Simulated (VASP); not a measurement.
Here is a VASP 6.6.1 calculation.

The input POSCAR:

```
BiTe
1.0
    0.0000000000      3.0442515534      3.6531018641
    3.0442515534      0.0000000000      3.6531018641
    3.0442515534      3.0442515534      0.0000000000
Bi Te
1 1
Direct
    0.0000000000      0.0000000000      0.0000000000
    0.5000000000      0.5000000000      0.5000000000
```

File INCAR.step1:

```
PREC     = Accurate       # precision mode
ENCUT    = 520            # plane-wave cutoff, eV
ISMEAR   = 0              # smearing method
SIGMA    = 0.15           # smearing width, eV
LREAL    = False          # projectors in reciprocal space
LASPH    = True           # aspherical terms in the spheres
NELM     = 100            # most SCF steps
NBANDS   = 18             # bands
GGA      = PE             # functional
ALGO     = Normal         # electronic algorithm
EDIFF    = 1E-4           # SCF threshold, eV
LWAVE    = True           # write WAVECAR
LCHARG   = False          # write CHGCAR
```

File INCAR.step2:

```
PREC     = Accurate       # precision mode
ENCUT    = 520            # plane-wave cutoff, eV
EDIFF    = 1E-7           # SCF threshold, eV
ISMEAR   = 0              # smearing method
SIGMA    = 0.15           # smearing width, eV
LREAL    = False          # projectors in reciprocal space
LASPH    = True           # aspherical terms in the spheres
NELM     = 100            # most SCF steps
ALGO     = Normal         # electronic algorithm
ISIF     = 2              # what is computed and relaxed
LWAVE    = False          # write WAVECAR
LCHARG   = True           # write CHGCAR
METAGGA  = R2SCAN         # meta-GGA
LMIXTAU  = True         
LELF     = True           # ELF
LVHAR    = True         
NBANDS   = 18             # bands
ISTART   = 1
```

The input KPOINTS:

```
Automatic mesh
0
Gamma
  14 14 14
```

Potentials or basis: VASP PAW PBE potentials, release 64 (Bi_d, Te).

The run is started by

```bash
$ cat potpaw_PBE.64/Bi_d/POTCAR potpaw_PBE.64/Te/POTCAR > POTCAR
$ cp INCAR.step1 INCAR
$ mpirun -np 1 vasp_std > vasp.out
$ cp INCAR.step2 INCAR
$ mpirun -np 1 vasp_std > vasp.out
```

**Question.** Estimate the band gap on the k mesh.

**Answer.** Zero (an odd number of electrons rules out a gap without spin polarisation).

**Question.** Estimate the pressure.

**Answer.** 2.8 GPa.

Stress tensor (GPa, compression positive):
```
 5.91  0.00  0.00
 0.00  5.91  0.00
 0.00  0.00 -3.33
```

Caveat: the stress differs along the axes, from -3 to 6 GPa; the PAW data sets were made with another functional, which shifts forces and pressure a little; spin-orbit coupling is left out, which moves the levels of the heavy elements.
